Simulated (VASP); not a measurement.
The system is Si3Mo.

```
Si Mo
1.0
     4.63540    0.00000    0.00000
     2.05475    4.21059    0.00000
     0.50442    0.15327    5.84123
Si Mo
6 2
Direct
  0.43653 0.73912 0.12597
  0.24033 0.93760 0.62999
  0.24798 0.29081 0.28890
  0.79002 0.75779 0.78607
  0.86364 0.83508 0.34149
  0.33620 0.35631 0.84413
  0.68807 0.40813 0.48435
  0.89722 0.17517 0.99911
```

| Quantity | Value |
| --- | --- |
| Program | VASP 6.6.1 |
| Task | relaxation of cell and atoms |
| Functional | PBE |
| Potentials or basis | VASP PAW PBE potentials, release 64 (Si, Mo_sv) |
| Cutoff | 600 eV |
| k mesh | 4 × 4 × 4 |
| Occupations | gaussian, width 0.1 eV |
| Spin | no spin polarisation |

At the start: pressure 1.0 GPa; volume 14.25 Å³/atom.

**Question.** How do energy, volume and symmetry change on relaxing?

**Answer.** Over 22 steps the energy falls by 72.3 meV/atom and the volume is 14.47 Å³/atom (+1.5 %); space group P1 (No. 1, to 0.1 Å) before, Cmc2_1 (No. 36, to 0.1 Å).

Step by step:
```tsv
step	energy change (eV)	largest force (eV/Å)	pressure (GPa)	volume (Å³)
1	0.0000	1.2560	0.97	114.01
2	-0.1557	0.5356	-1.26	115.42
3	-0.1725	0.6870	-2.02	116.07
4	-0.2541	0.7357	2.04	113.51
5	-0.2560	0.7578	2.81	113.07
6	-0.3236	0.5380	2.06	113.71
7	-0.3924	0.6138	0.51	115.40
8	-0.4716	0.4259	-1.30	116.61
9	-0.5010	0.3676	-3.01	117.91
10	-0.5455	0.3284	1.54	114.67
11	-0.5480	0.3207	0.65	115.25
12	-0.5642	0.1940	0.33	115.46
13	-0.5669	0.1833	0.15	115.59
14	-0.5723	0.1071	-0.24	115.87
15	-0.5735	0.1044	-0.54	116.10
16	-0.5750	0.1111	0.57	115.37
17	-0.5753	0.0944	0.23	115.60
18	-0.5769	0.0490	0.13	115.69
19	-0.5772	0.1001	0.04	115.77
20	-0.5782	0.0494	-0.10	115.92
21	-0.5782	0.0571	-0.14	115.97
22	-0.5786	0.0363	0.24	115.76
```

Final structure:
```
CELL_PARAMETERS angstrom
4.61990 -0.08777 -0.19620
1.96716 4.18247 -0.13635
0.25076 0.07195 5.92646
ATOMIC_POSITIONS crystal
Si 0.41279 0.71195 0.12787
Si 0.21174 0.91329 0.62806
Si 0.23512 0.32333 0.31889
Si 0.82389 0.73482 0.81846
Si 0.80153 0.88979 0.31775
Si 0.38981 0.30147 0.81774
Mo 0.69636 0.42879 0.48554
Mo 0.92877 0.19655 0.98570
```

Caveat: the k points lie up to 0.37 Å⁻¹ apart in the final cell, too coarse for converged energies and pressures of a metal.
